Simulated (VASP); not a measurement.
# ZnCd3Te2 (R-3m) in VASP: relaxation of cell and atoms with PBE

Aim: the relaxation of cell and atoms of ZnCd3Te2 with PBE.

All numbers are computed with VASP 6.6.1; they aren't measurements. Logs are shortened: lines on timing, memory, paths and dates and some standing lists are left out, and cuts for length are marked.

### Step 1. The cell of the first run

It takes space group R-3m (No. 166, trigonal). Conventional cell: a = 10.728 Å, b = 10.728 Å, c = 8.696 Å, α = 90.00°, β = 90.00°, γ = 120.00°. Zn (site symmetry -3m) has 2 Te at 2.47 Å within 3.3 Å. Within 4.3 Å of Cd (site symmetry 2/m) lie 2 Te at 3.13 Å and 2 Zn at 4.24 Å and 4 Cd at 4.24 Å. Within 3.3 Å of Te (site symmetry 3m) lie 1 Zn at 2.47 Å and 3 Cd at 3.13 Å.

The cell was generated, and may not be a known phase.

### Step 2. Relaxation of cell and atoms, PBE

INCAR

```
ALGO = Fast
EDIFF = 1E-6
EDIFFG = -0.01
ENCUT = 600
GGA = PE
IBRION = 2
ISIF = 3
ISMEAR = 0
LASPH = T
LCHARG = F
LREAL = F
LWAVE = F
NELM = 80
NSW = 100
PREC = Accurate
SIGMA = 0.1
```

KPOINTS

```
k-points
0
Gamma
  6 6 6
```

POSCAR

```
ZnCd3Te2
1.0
    5.3642231608      3.0970356859      2.8987734220
   -5.3642231608      3.0970356859      2.8987734220
    0.0000000000     -6.1940713717      2.8987734220
Zn Cd Te
1 3 2
Direct
    0.5000000000      0.5000000000      0.5000000000
    0.0000000000      0.5000000000      0.0000000000
    0.0000000000      0.0000000000      0.5000000000
    0.5000000000      0.0000000000      0.0000000000
    0.7843357339      0.7843357339      0.7843357339
    0.2156642661      0.2156642661      0.2156642661
```

Potentials or basis: VASP PAW PBE potentials, release 64 (Zn, Cd, Te).

On the command line:

```bash
> cat potpaw_PBE.64/Zn/POTCAR potpaw_PBE.64/Cd/POTCAR potpaw_PBE.64/Te/POTCAR > POTCAR
> mpirun -np 1 vasp_std > vasp.out
```

OUTCAR:

```text
EDIFF = 1E-6
   EDIFFG = -0.01
   ENCUT = 600
   GGA = PE
   IBRION = 2
   ISIF = 3
   ISMEAR = 0
   LASPH = T
   LREAL = F
   NELM = 80
   NSW = 100
   PREC = Accurate

 ion  position               nearest neighbor table
   1  0.500  0.500  0.500-   5 2.47   6 2.47
   2  0.000  0.500  0.000-   5 3.13   6 3.13
   3  0.000  0.000  0.500-   5 3.13   6 3.13
   4  0.500  0.000  0.000-   5 3.13   6 3.13
   5  0.784  0.784  0.784-   1 2.47   3 3.13   2 3.13   4 3.13
   6  0.216  0.216  0.216-   1 2.47   3 3.13   2 3.13   4 3.13

  LATTYP: Found a trigonal (rhomboedric) cell.
 ALAT       =     6.8388162361
 COS(alpha) =    -0.2305005195

  Lattice vectors:

 A1 = (   5.3642231608,   3.0970356859,   2.8987734220)
 A2 = (  -5.3642231608,   3.0970356859,   2.8987734220)
 A3 = (   0.0000000000,  -6.1940713717,   2.8987734220)

Analysis of symmetry for initial positions (statically):
=====================================================================
 Subroutine PRICEL returns:
 Original cell was already a primitive cell.

 Routine SETGRP: Setting up the symmetry group for a
 trigonal (rhombohedral) supercell.

 Subroutine GETGRP returns: Found 12 space group operations
 (whereof 12 operations were pure point group operations)
 out of a pool of 12 trial point group operations.

The static configuration has the point symmetry D_3d.

Analysis of symmetry for dynamics (positions and initial velocities):
=====================================================================
 Subroutine PRICEL returns:
 Original cell was already a primitive cell.

 Routine SETGRP: Setting up the symmetry group for a
 trigonal (rhombohedral) supercell.

 Subroutine GETGRP returns: Found 12 space group operations
 (whereof 12 operations were pure point group operations)
 out of a pool of 12 trial point group operations.

The dynamic configuration has the point symmetry D_3d.

 Subroutine INISYM returns: Found 12 space group operations
 (whereof 12 operations are pure point group operations),
 and found     1 'primitive' translations

----------------------------------------------------------------------------------------

                                     Primitive cell

  volume of cell :     288.9473

  direct lattice vectors                    reciprocal lattice vectors
[... 118 lines left out ...]
  Thomas-Fermi vector in A             =   2.099488
   LORBIT       =      0    0 simple, 1 ext, 2 COOP (PROOUT), +10 PAW based schemes
   GGA     = PE    functional components
   LHFCALC =     F    Hartree Fock is set to
   AEXX    =    0.0000 exact exchange contribution
   IVDW    =     0    specifies the selected vdW correction
   LEPSILON=     F    determine dielectric tensor
   LRPA    =     F    only Hartree local field effects (RPA)
 conjugate gradient relaxation of ions
 non-spin polarized calculation
 RMM-DIIS sequential band-by-band and
 Gauss-broadening in eV      SIGMA  =   0.10
  energy-cutoff  :      600.00
  volume of cell :      288.95
 maximum number of plane-waves:      9674
 NGX is ok and might be reduce to    56
   NGX = 27   NGY = 27   NGZ = 27

--------------------------------------- Ionic step        1  -------------------------------------------

 number of electron      59.9999977 magnetization

 Free energy of the ion-electron system (eV)
  ---------------------------------------------------
  ext. energy  EPLUGINS =         0.00000000
  ---------------------------------------------------
  free energy    TOTEN  =        -7.92390547 eV

  energy without entropy =       -7.89600725  energy(sigma->0) =       -7.90995636

------------------------ aborting loop because EDIFF is reached ----------------------------------------

  FORCE on cell =-STRESS in cart. coord.  units (eV):
  Direction    XX          YY          ZZ          XY          YZ          ZX
  --------------------------------------------------------------------------------------
  -------------------------------------------------------------------------------------
  Total       -0.2552037     -0.2552037      0.0388740      0.0000000      0.0000000     -0.0000000
  in kB       -1.4150734     -1.4150734      0.2155513      0.0000000      0.0000000     -0.0000000
  external PRESSURE =      -0.8715318 kB  Pullay stress =       0.0000000 kB
[... 101 lines left out ...]
  FREE ENERGIE OF THE ION-ELECTRON SYSTEM (eV)
  ---------------------------------------------------
  free  energy   TOTEN  =        -7.9256973219 eV

  energy  without entropy=       -7.8983658155  energy(sigma->0) =       -7.91203157

[... ionic steps 4 to 11 ...]

--------------------------------------- Ionic step       12  -------------------------------------------

 number of electron      59.9999991 magnetization

------------------------ aborting loop because EDIFF is reached ----------------------------------------
[... 75 lines left out ...]
--------------------------------------- Ionic step       14  -------------------------------------------

 number of electron      59.9999992 magnetization

 Free energy of the ion-electron system (eV)
  ---------------------------------------------------
  ext. energy  EPLUGINS =         0.00000000
  ---------------------------------------------------
  free energy    TOTEN  =        -7.92683834 eV

  energy without entropy =       -7.90006415  energy(sigma->0) =       -7.91345124

 E-fermi :   0.7811     XC(G=0):  -7.0172

 val. band max:        0.7704014139   @ k =   0.3333  -0.0000  -0.0000
 cond. band min:       0.7976524607   @ k =  -0.3333   0.1667   0.0000
 fundamental gap:      0.0272510468
 Fermi energy:         0.7810667643

 k-point     1 :       0.0000    0.0000    0.0000
  band No.  band energies     occupation
      1     -11.3008      2.00000
      2     -10.5557      2.00000
      3      -7.9090      2.00000
      4      -7.9090      2.00000
      5      -7.8918      2.00000
      6      -7.8243      2.00000
[... 925 lines left out ...]
     35       3.0052      0.00000
     36       3.5576      0.00000

 [... further k-points ...]

------------------------ aborting loop because EDIFF is reached ----------------------------------------

  FORCE on cell =-STRESS in cart. coord.  units (eV):
  Direction    XX          YY          ZZ          XY          YZ          ZX
  --------------------------------------------------------------------------------------
  -------------------------------------------------------------------------------------
  Total       -0.0435927     -0.0435927     -0.0185511      0.0000000     -0.0000000      0.0000000
  in kB       -0.2454858     -0.2454858     -0.1044677      0.0000000     -0.0000000      0.0000000
  external PRESSURE =      -0.1984798 kB  Pullay stress =       0.0000000 kB
[... 21 lines left out ...]
  FREE ENERGIE OF THE ION-ELECTRON SYSTEM (eV)
  ---------------------------------------------------
  free  energy   TOTEN  =        -7.9268383389 eV

  energy  without entropy=       -7.9000641453  energy(sigma->0) =       -7.91345124

 reached required accuracy - stopping structural energy minimisation
```

OSZICAR:

```text
N       E                     dE             d eps       ncg     rms          rms(c)
DAV:   1     0.420603708799E+03    0.42060E+03   -0.27911E+04  2304   0.163E+03
DAV:   2     0.247385729777E+02   -0.39587E+03   -0.38390E+03  2384   0.367E+02
[... 111 lines left out ...]
  13 F= -.79268032E+01 E0= -.79133949E+01  d E =-.113528E-03
       N       E                     dE             d eps       ncg     rms          rms(c)
DAV:   1    -0.792707076227E+01   -0.26689E-03   -0.51744E-03  2424   0.615E-01    0.112E-01
RMM:   2    -0.792685565002E+01    0.21511E-03   -0.77254E-04  2304   0.223E-01    0.334E-02
RMM:   3    -0.792683828442E+01    0.17366E-04   -0.81639E-05  2304   0.460E-02    0.257E-02
RMM:   4    -0.792683753704E+01    0.74738E-06   -0.11583E-05  2286   0.201E-02    0.937E-03
RMM:   5    -0.792683833890E+01   -0.80186E-06   -0.35855E-06  1552   0.123E-02
  14 F= -.79268383E+01 E0= -.79134512E+01  d E =-.351651E-04
```

CONTCAR:

```text
ZnCd3Te2
   1.00000000000000
     5.3373382601247128    3.0815136812578579    2.8830872896843038
    -5.3373382601247128    3.0815136812578579    2.8830872896843038
    -0.0000000000000000   -6.1630273624167566    2.8830872896848740
  Zn              Cd              Te
     1     3     2
Direct
     0.5000000000000000    0.5000000000000000    0.5000000000000000
     0.0000000000000000    0.5000000000000000    0.0000000000000000
     0.0000000000000000    0.0000000000000000    0.5000000000000000
     0.5000000000000000    0.0000000000000000    0.0000000000000000
     0.7863057571992844    0.7863057571992844    0.7863057571992844
     0.2136942428007154    0.2136942428007154    0.2136942428007154

  0.00000000E+00  0.00000000E+00  0.00000000E+00
  0.00000000E+00  0.00000000E+00  0.00000000E+00
  0.00000000E+00  0.00000000E+00  0.00000000E+00
  0.00000000E+00  0.00000000E+00  0.00000000E+00
  0.00000000E+00  0.00000000E+00  0.00000000E+00
  0.00000000E+00  0.00000000E+00  0.00000000E+00
```

It took 35 min on 1 thread of Intel Xeon Platinum 8559C (Emerald Rapids), shared host; peak memory 0.74 GiB.

What came out:

| Quantity | Value |
| --- | --- |
| Free energy | -7.9268 eV |
| Relaxed volume | 47.42 Å³/atom |
| Relaxed cell | a = 6.804 Å, b = 6.804 Å, c = 6.804 Å, α = 103.34°, β = 103.34°, γ = 103.34° |
| Space group after relaxing (to 0.1 Å) | R-3m (No. 166) |
| Energy gained by relaxing | 0.5 meV/atom |
| Ionic steps | 14 |
| Pressure after relaxing | 0.0 GPa |
| Largest force after relaxing | 0.007 eV/Å |
| Band gap on the k mesh | zero (bands 30 and 31 overlap by 0.49 eV) |

Forces on the atoms (eV/Å):
```
Zn   0.000  0.000  0.000
Cd   0.000  0.000  0.000
Cd   0.000  0.000  0.000
Cd   0.000  0.000  0.000
Te   0.000  0.000  0.007
Te   0.000  0.000 -0.007
```

The path:
```csv
step,energy change (eV),largest force (eV/Å),pressure (GPa),volume (Å³)
1,0.0000,0.0628,-0.09,288.95
2,-0.0012,0.0286,-0.10,287.85
3,-0.0018,0.0045,-0.09,286.78
4,-0.0018,0.0186,-0.09,286.31
5,-0.0024,0.0112,-0.01,284.57
6,-0.0025,0.0161,0.00,284.27
7,-0.0025,0.0268,0.02,283.67
8,-0.0025,0.0207,0.01,284.02
9,-0.0026,0.0252,0.02,284.10
10,-0.0028,0.0382,0.01,284.36
11,-0.0029,0.0255,-0.01,284.50
12,-0.0029,0.0131,-0.02,284.65
13,-0.0029,0.0107,-0.03,284.68
14,-0.0029,0.0073,-0.02,284.51
```

Final structure:
```xyz
6
Lattice="5.3373 3.0815 2.8831 -5.3373 3.0815 2.8831 0.0000 -6.1630 2.8831" Properties=species:S:1:pos:R:3 pbc="T T T"
Zn    0.0000    0.0000    4.3246
Cd   -2.6687    1.5408    1.4415
Cd    0.0000   -3.0815    1.4415
Cd    2.6687    1.5408    1.4415
Te    0.0000    0.0000    6.8010
Te    0.0000    0.0000    1.8483
```

Caveat: semilocal functionals underestimate gaps, and a narrow one can read as zero; spin-orbit coupling is left out, which moves the levels of the heavy elements.

The gap in the log of VASP goes by the Fermi energy; the results here count the filled bands.